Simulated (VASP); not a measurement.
# BRh3 (Pm-3m) in VASP: notebook

BRh3 is run at these levels: PBE; tasks: relaxation of cell and atoms.

Everything below comes from runs of VASP 6.6.1. Logs are shortened: lines on timing, memory, paths and dates and some standing lists are left out, and cuts for length are marked.

## (1) The cell of the first run

It takes space group Pm-3m (No. 221, cubic). The conventional cell has a = 3.648 Å, b = 3.648 Å, c = 3.648 Å, α = 90.00°, β = 90.00°, γ = 90.00°. B (site symmetry m-3m) has 12 Rh at 2.58 Å within 3.4 Å. Rh (site symmetry 4/mmm) has 4 B at 2.58 Å and 8 Rh at 2.58 Å within 3.4 Å.

## (2) Relaxation of cell and atoms, PBE

INCAR reads:

```
PREC = Accurate
ENCUT = 600
EDIFF = 1E-7
ISMEAR = 0
SIGMA = 0.1
LREAL = F
LASPH = T
NELM = 100
ALGO = Normal
ISIF = 3
LWAVE = F
LCHARG = F
GGA = PE
IBRION = 2
NSW = 90
EDIFFG = -0.04
```

KPOINTS reads:

```
Automatic mesh
0
Gamma
  6 6 6
```

POSCAR reads:

```
BRh3
1.0
    3.6481351600      0.0000000000      0.0000000000
    0.0000000000      3.6481351600      0.0000000000
    0.0000000000      0.0000000000      3.6481351600
B Rh
1 3
Direct
    0.0000000000      0.0000000000      0.0000000000
    0.0000000000      0.5000000000      0.5000000000
    0.5000000000      0.0000000000      0.5000000000
    0.5000000000      0.5000000000      0.0000000000
```

Potentials or basis: VASP PAW PBE potentials, release 64 (B, Rh_pv).

Command:

```sh
$ cat potpaw_PBE.64/B/POTCAR potpaw_PBE.64/Rh_pv/POTCAR > POTCAR
$ mpirun -np 1 vasp_std > vasp.out
```

OUTCAR:

```text
PREC = Accurate
   ENCUT = 600
   EDIFF = 1E-7
   ISMEAR = 0
   LREAL = F
   LASPH = T
   NELM = 100
   ISIF = 3
   GGA = PE
   IBRION = 2
   NSW = 90
   EDIFFG = -0.04

 ion  position               nearest neighbor table
   1  0.000  0.000  0.000-   2 2.58   3 2.58   4 2.58   2 2.58   3 2.58   2 2.58   4 2.58   2 2.58
                             3 2.58   4 2.58   3 2.58   4 2.58
   2  0.000  0.500  0.500-   1 2.58   3 2.58   4 2.58   1 2.58   4 2.58   1 2.58   3 2.58   1 2.58
                             3 2.58   4 2.58   4 2.58   3 2.58
   3  0.500  0.000  0.500-   1 2.58   2 2.58   4 2.58   1 2.58   4 2.58   2 2.58   4 2.58   4 2.58
                             1 2.58   2 2.58   1 2.58   2 2.58
   4  0.500  0.500  0.000-   1 2.58   2 2.58   3 2.58   2 2.58   3 2.58   1 2.58   3 2.58   3 2.58
                             1 2.58   2 2.58   2 2.58   1 2.58

  LATTYP: Found a simple cubic cell.
 ALAT       =     3.6481351600

  Lattice vectors:

 A1 = (   3.6481351600,   0.0000000000,   0.0000000000)
 A2 = (   0.0000000000,   3.6481351600,   0.0000000000)
 A3 = (   0.0000000000,   0.0000000000,   3.6481351600)

Analysis of symmetry for initial positions (statically):
=====================================================================
 Subroutine PRICEL returns:
 Original cell was already a primitive cell.

 Routine SETGRP: Setting up the symmetry group for a
 simple cubic supercell.

 Subroutine GETGRP returns: Found 48 space group operations
 (whereof 48 operations were pure point group operations)
 out of a pool of 48 trial point group operations.

The static configuration has the point symmetry O_h .

Analysis of symmetry for dynamics (positions and initial velocities):
=====================================================================
 Subroutine PRICEL returns:
 Original cell was already a primitive cell.

 Routine SETGRP: Setting up the symmetry group for a
 simple cubic supercell.

 Subroutine GETGRP returns: Found 48 space group operations
 (whereof 48 operations were pure point group operations)
 out of a pool of 48 trial point group operations.

The dynamic configuration has the point symmetry O_h .

 Subroutine INISYM returns: Found 48 space group operations
 (whereof 48 operations are pure point group operations),
 and found     1 'primitive' translations

----------------------------------------------------------------------------------------

                                     Primitive cell

  volume of cell :      48.5526

  direct lattice vectors                    reciprocal lattice vectors
     3.648135160  0.000000000  0.000000000     0.274112651  0.000000000  0.000000000
[... 93 lines left out ...]
   POTIM  = 0.5000    time-step for ionic-motion
   TEBEG  =    0.0;   TEEND  =   0.0 temperature during run
   PSTRESS=    0.0 pullay stress
   NELECT =      48.0000    total number of electrons
   NUPDOWN=      -1.0000    fix difference up-down
   EMIN   =  10.00;   EMAX   =-10.00  energy-range for DOS
   EFERMI =   0.00;   METHOD = LEGACY
   ISMEAR =     0;   SIGMA  =   0.10  broadening in eV -4-tet -1-fermi 0-gaus
   EFERMI_NEDOS =   21; number of points for ismear=-14 and -15
   IALGO  =     38    algorithm
   IMIX   =      4    mixing-type and parameters
     AMIX     =   0.40;   BMIX     =  1.00
     AMIX_MAG =   1.60;   BMIX_MAG =  1.00
  volume/ion in A,a.u.               =      12.14        81.91
  Fermi-wavevector in a.u.,A,eV,Ry     =   1.630864  3.081885 36.187637  2.659716
  Thomas-Fermi vector in A             =   2.723095
   LORBIT       =      0    0 simple, 1 ext, 2 COOP (PROOUT), +10 PAW based schemes
   GGA     = PE    functional components
   LHFCALC =     F    Hartree Fock is set to
   AEXX    =    0.0000 exact exchange contribution
   IVDW    =     0    specifies the selected vdW correction
   LEPSILON=     F    determine dielectric tensor
   LRPA    =     F    only Hartree local field effects (RPA)
 conjugate gradient relaxation of ions
 non-spin polarized calculation
 Gauss-broadening in eV      SIGMA  =   0.10
  energy-cutoff  :      600.00
  volume of cell :       48.55
 maximum number of plane-waves:      1647
 NGX is ok and might be reduce to    30
   NGX = 15   NGY = 15   NGZ = 15

--------------------------------------- Ionic step        1  -------------------------------------------

 number of electron      48.0000014 magnetization

 Free energy of the ion-electron system (eV)
  ---------------------------------------------------
  ext. energy  EPLUGINS =         0.00000000
  ---------------------------------------------------
  free energy    TOTEN  =       -26.75486633 eV

  energy without entropy =      -26.72890980  energy(sigma->0) =      -26.74188806

------------------------ aborting loop because EDIFF is reached ----------------------------------------

  FORCE on cell =-STRESS in cart. coord.  units (eV):
  Direction    XX          YY          ZZ          XY          YZ          ZX
  --------------------------------------------------------------------------------------
  -------------------------------------------------------------------------------------
  Total        2.5124075      2.5124075      2.5124075     -0.0000000      0.0000000     -0.0000000
  in kB       82.9063721     82.9063721     82.9063721     -0.0000000      0.0000000     -0.0000000
  external PRESSURE =      82.9063721 kB  Pullay stress =       0.0000000 kB
[... 25 lines left out ...]
--------------------------------------- Ionic step        2  -------------------------------------------

 number of electron      47.9999975 magnetization

 E-fermi :   9.7637     XC(G=0): -13.1843

 val. band max:        9.7521664803   @ k =   0.5000   0.5000   0.1667
 cond. band min:       9.8269287309   @ k =   0.5000   0.3333   0.0000
 fundamental gap:      0.0747622506
 Fermi energy:         9.7636510824

 k-point     1 :       0.0000    0.0000    0.0000
  band No.  band energies     occupation
      1     -36.8230      2.00000
      2     -36.8230      2.00000
      3     -36.8230      2.00000
      4     -36.4533      2.00000
      5     -36.4533      2.00000
      6     -36.4533      2.00000
[... 646 lines left out ...]
--------------------------------------- Ionic step        3  -------------------------------------------

 number of electron      48.0000011 magnetization

 Free energy of the ion-electron system (eV)
  ---------------------------------------------------
  ext. energy  EPLUGINS =         0.00000000
  ---------------------------------------------------
  free energy    TOTEN  =       -26.79260699 eV

  energy without entropy =      -26.76554136  energy(sigma->0) =      -26.77907418

 E-fermi :  10.7062     XC(G=0): -13.5305

 val. band max:       10.6923273291   @ k =   0.5000   0.5000   0.1667
 cond. band min:      10.7104516518   @ k =   0.5000   0.3333   0.0000
 fundamental gap:      0.0181243226
 Fermi energy:        10.7062275908

 k-point     1 :       0.0000    0.0000    0.0000
  band No.  band energies     occupation
      1     -36.0856      2.00000
      2     -36.0856      2.00000
      3     -36.0856      2.00000
      4     -35.6378      2.00000
      5     -35.6378      2.00000
      6     -35.6378      2.00000
[... 640 lines left out ...]
  FREE ENERGIE OF THE ION-ELECTRON SYSTEM (eV)
  ---------------------------------------------------
  free  energy   TOTEN  =       -26.7926069925 eV

  energy  without entropy=      -26.7655413647  energy(sigma->0) =      -26.77907418

 reached required accuracy - stopping structural energy minimisation
```

OSZICAR:

```text
N       E                     dE             d eps       ncg     rms          rms(c)
DAV:   1     0.608196282207E+03    0.60820E+03   -0.32873E+04  1128   0.219E+03
DAV:   2    -0.613400462584E+01   -0.61433E+03   -0.60064E+03  1176   0.612E+02
DAV:   3    -0.276734620085E+02   -0.21539E+02   -0.20240E+02  1328   0.113E+02
DAV:   4    -0.281406782841E+02   -0.46722E+00   -0.46096E+00  1236   0.152E+01
[... 31 lines left out ...]
DAV:   6    -0.267926480577E+02   -0.15664E-02   -0.54892E-03  1268   0.464E-01    0.346E-02
DAV:   7    -0.267926154977E+02    0.32560E-04   -0.13985E-04  1156   0.822E-02    0.117E-02
DAV:   8    -0.267926101843E+02    0.53135E-05   -0.50469E-06  1208   0.167E-02    0.529E-03
DAV:   9    -0.267926070773E+02    0.31069E-05   -0.74873E-07  1076   0.695E-03    0.813E-04
DAV:  10    -0.267926069925E+02    0.84839E-07   -0.11965E-07   832   0.220E-03
   3 F= -.26792607E+02 E0= -.26779074E+02  d E =-.377407E-01
```

Run time: 67 s. Hardware: 1 thread of AMD EPYC 7R13, shared host; peak memory 0.19 GiB.

What came out:

```yaml
Free_energy: -26.7926 eV
Relaxed_volume: 12.52 Å³/atom
Relaxed_cell: a = 3.686 Å, b = 3.686 Å, c = 3.686 Å, α = 90.00°, β = 90.00°, γ = 90.00°
Space_group_after_relaxing_to_0.05_Å: Pm-3m (No. 221)
Energy_gained_by_relaxing: 9.4 meV/atom
Ionic_steps: 3
Pressure_after_relaxing: -0.1 GPa
Band_gap_on_the_k_mesh: zero (band 24 reaches 11.15 eV, above the bottom of band 25 at 10.51 eV)
```

The path:
| step | energy change (eV) | largest force (eV/Å) | pressure (GPa) | volume (Å³) |
| --- | --- | --- | --- | --- |
| 1 | 0.0000 | 0.0000 | 8.29 | 48.55 |
| 2 | 0.0913 | 0.0000 | -12.80 | 53.10 |
| 3 | -0.0377 | 0.0000 | -0.14 | 50.09 |

Final structure:
```
B Rh
1.0
     3.68615    0.00000    0.00000
     0.00000    3.68615    0.00000
     0.00000    0.00000    3.68615
B Rh
1 3
Direct
  0.00000 0.00000 0.00000
  0.00000 0.50000 0.50000
  0.50000 0.00000 0.50000
  0.50000 0.50000 0.00000
```

## (3) Relaxation of cell and atoms, PBE

This run uses another cell than the first one, of 12.53 Å³/atom, 1.032 times its volume.

INCAR reads:

```
SYSTEM = BRh3
ALGO = Fast ; EDIFF = 1E-6
EDIFFG = -0.01 ; ENCUT = 600
GGA = PE ; IBRION = 2
ISIF = 3 ; ISMEAR = 0
LASPH = .TRUE. ; LCHARG = .FALSE.
LREAL = .FALSE. ; LWAVE = .FALSE.
NELM = 100 ; NSW = 100
PREC = Accurate ; SIGMA = 0.1
```

KPOINTS reads:

```
k-points
0
G
  12 12 12
  0 0 0
```

POSCAR reads:

```
BRh3
1.0
    3.6871995178      0.0000000000      0.0000000000
    0.0000000000      3.6871995178      0.0000000000
    0.0000000000      0.0000000000      3.6871995178
B Rh
1 3
Direct
    0.0000000000      0.0000000000      0.0000000000
    0.0000000000      0.5000000000      0.5000000000
    0.5000000000      0.0000000000      0.5000000000
    0.5000000000      0.5000000000      0.0000000000
```

Potentials or basis: VASP PAW PBE potentials, release 64 (B, Rh_pv).

Command:

```sh
$ cat potpaw_PBE.64/B/POTCAR potpaw_PBE.64/Rh_pv/POTCAR > POTCAR
$ mpirun -np 1 vasp_std > vasp.out
```

OUTCAR:

```text
SYSTEM = BRh3
   EDIFF = 1E-6
   EDIFFG = -0.01
   ENCUT = 600
   GGA = PE
   IBRION = 2
   ISIF = 3
   ISMEAR = 0
   LASPH = .TRUE.
   LREAL = .FALSE.
   NELM = 100
   NSW = 100
   PREC = Accurate

 ion  position               nearest neighbor table
   1  0.000  0.000  0.000-   2 2.61   3 2.61   4 2.61   2 2.61   3 2.61   2 2.61   4 2.61   2 2.61
                             3 2.61   4 2.61   3 2.61   4 2.61
   2  0.000  0.500  0.500-   1 2.61   3 2.61   4 2.61   1 2.61   4 2.61   1 2.61   3 2.61   1 2.61
                             3 2.61   4 2.61   4 2.61   3 2.61
   3  0.500  0.000  0.500-   1 2.61   2 2.61   4 2.61   1 2.61   4 2.61   2 2.61   4 2.61   4 2.61
                             1 2.61   2 2.61   1 2.61   2 2.61
   4  0.500  0.500  0.000-   1 2.61   2 2.61   3 2.61   2 2.61   3 2.61   1 2.61   3 2.61   3 2.61
                             1 2.61   2 2.61   2 2.61   1 2.61

  LATTYP: Found a simple cubic cell.
 ALAT       =     3.6871995178

  Lattice vectors:

 A1 = (   3.6871995178,   0.0000000000,   0.0000000000)
 A2 = (   0.0000000000,   3.6871995178,   0.0000000000)
 A3 = (   0.0000000000,   0.0000000000,   3.6871995178)

Analysis of symmetry for initial positions (statically):
=====================================================================
 Subroutine PRICEL returns:
 Original cell was already a primitive cell.
[... 180 lines left out ...]

  FORCE on cell =-STRESS in cart. coord.  units (eV):
  Direction    XX          YY          ZZ          XY          YZ          ZX
  --------------------------------------------------------------------------------------
  -------------------------------------------------------------------------------------
  Total       -0.1458149     -0.1458149     -0.1458149      0.0000000      0.0000000      0.0000000
  in kB       -4.6603949     -4.6603949     -4.6603949      0.0000000      0.0000000      0.0000000
  external PRESSURE =      -4.6603949 kB  Pullay stress =       0.0000000 kB
[... 63 lines left out ...]
--------------------------------------- Ionic step        3  -------------------------------------------

 number of electron      48.0000011 magnetization

 Free energy of the ion-electron system (eV)
  ---------------------------------------------------
  ext. energy  EPLUGINS =         0.00000000
  ---------------------------------------------------
  free energy    TOTEN  =       -26.79832155 eV

  energy without entropy =      -26.77722739  energy(sigma->0) =      -26.78777447

 E-fermi :  10.7579     XC(G=0): -13.5349

 val. band max:       10.7568171618   @ k =   0.4167   0.1667   0.0833
 cond. band min:      10.7705789924   @ k =   0.5000   0.2500   0.0000
 fundamental gap:      0.0137618306
 Fermi energy:        10.7579100340

 k-point     1 :       0.0000    0.0000    0.0000
  band No.  band energies     occupation
      1     -36.0738      2.00000
      2     -36.0738      2.00000
      3     -36.0738      2.00000
      4     -35.6261      2.00000
      5     -35.6261      2.00000
      6     -35.6261      2.00000
[... 733 lines left out ...]
     27      13.1239      0.00000
     28      14.2943      0.00000

 [... further k-points ...]
[... 5 lines left out ...]
  --------------------------------------------------------------------------------------
  -------------------------------------------------------------------------------------
  Total        0.0051989      0.0051989      0.0051989      0.0000000      0.0000000     -0.0000000
  in kB        0.1664292      0.1664292      0.1664292      0.0000000      0.0000000     -0.0000000
  external PRESSURE =       0.1664292 kB  Pullay stress =       0.0000000 kB
[... 19 lines left out ...]
  FREE ENERGIE OF THE ION-ELECTRON SYSTEM (eV)
  ---------------------------------------------------
  free  energy   TOTEN  =       -26.7983215451 eV

  energy  without entropy=      -26.7772273866  energy(sigma->0) =      -26.78777447

 reached required accuracy - stopping structural energy minimisation
```

OSZICAR:

```text
N       E                     dE             d eps       ncg     rms          rms(c)
DAV:   1     0.606177065516E+03    0.60618E+03   -0.32785E+04  4704   0.216E+03
DAV:   2    -0.644723898812E+01   -0.61262E+03   -0.59843E+03  4904   0.609E+02
DAV:   3    -0.277452649024E+02   -0.21298E+02   -0.20043E+02  5524   0.111E+02
[... 27 lines left out ...]
RMM:   4    -0.267983083101E+02    0.45815E-04   -0.18090E-03  4730   0.216E-01    0.432E-02
RMM:   5    -0.267983139885E+02   -0.56785E-05   -0.22721E-04  4763   0.978E-02    0.262E-02
RMM:   6    -0.267983204228E+02   -0.64343E-05   -0.70954E-05  4869   0.485E-02    0.537E-03
RMM:   7    -0.267983208315E+02   -0.40874E-06   -0.12220E-05  4147   0.236E-02    0.165E-03
RMM:   8    -0.267983215451E+02   -0.71362E-06   -0.25461E-06  2916   0.725E-03
   3 F= -.26798322E+02 E0= -.26787774E+02  d E =-.995502E-04
```

CONTCAR:

```text
BRh3
   1.00000000000000
     3.6852150238858474    0.0000000000000000    0.0000000000000000
     0.0000000000000000    3.6852150238858474    0.0000000000000000
    -0.0000000000000000    0.0000000000000000    3.6852150238858474
  B               Rh
     1     3
Direct
     0.0000000000000000    0.0000000000000000    0.0000000000000000
     0.0000000000000000    0.5000000000000000    0.5000000000000000
     0.5000000000000000    0.0000000000000000    0.5000000000000000
     0.5000000000000000    0.5000000000000000    0.0000000000000000

  0.00000000E+00  0.00000000E+00  0.00000000E+00
  0.00000000E+00  0.00000000E+00  0.00000000E+00
  0.00000000E+00  0.00000000E+00  0.00000000E+00
  0.00000000E+00  0.00000000E+00  0.00000000E+00
```

Wall time 3 min (1 thread of AMD EPYC 7R13, shared host); peak memory 0.26 GiB.

Results:

```
Free energy                            : -26.7983 eV
Relaxed volume                         : 12.51 Å³/atom
Relaxed cell                           : a = 3.685 Å, b = 3.685 Å, c = 3.685 Å, α = 90.00°, β = 90.00°, γ = 90.00°
Space group after relaxing (to 0.05 Å) : Pm-3m (No. 221)
Energy gained by relaxing              : 0.0 meV/atom
Ionic steps                            : 3
Pressure after relaxing                : 0.0 GPa
Band gap on the k mesh                 : zero (band 24 reaches 11.16 eV, above the bottom of band 25 at 10.52 eV)
```

Final structure:
```yaml
crystal:
  lattice:
    - [3.68522, 0.00000, 0.00000]
    - [0.00000, 3.68522, 0.00000]
    - [0.00000, 0.00000, 3.68522]
  atoms:
    - { symbol: B, position: [0.00000, 0.00000, 0.00000] }
    - { symbol: Rh, position: [0.00000, 0.50000, 0.50000] }
    - { symbol: Rh, position: [0.50000, 0.00000, 0.50000] }
    - { symbol: Rh, position: [0.50000, 0.50000, 0.00000] }
```

Levels at points of the mesh, in eV from the Fermi level:
```csv
k point,band 20,band 21,band 22,band 23,band 24,band 25,band 26,band 27,band 28
"(0.00, 0.00, 0.00)",-0.28,-0.28,-0.28,0.09,0.09,1.15,1.64,1.64,1.64
"(0.50, 0.00, 0.00)",-2.10,-1.58,-1.31,-1.31,-0.77,0.23,1.65,3.77,3.77
"(0.50, 0.50, 0.00)",-1.71,-1.71,-1.64,-0.80,-0.46,-0.14,0.06,2.43,2.43
"(0.50, 0.50, 0.50)",-1.45,-1.45,-1.45,-0.64,-0.64,1.16,1.17,1.17,1.17
```
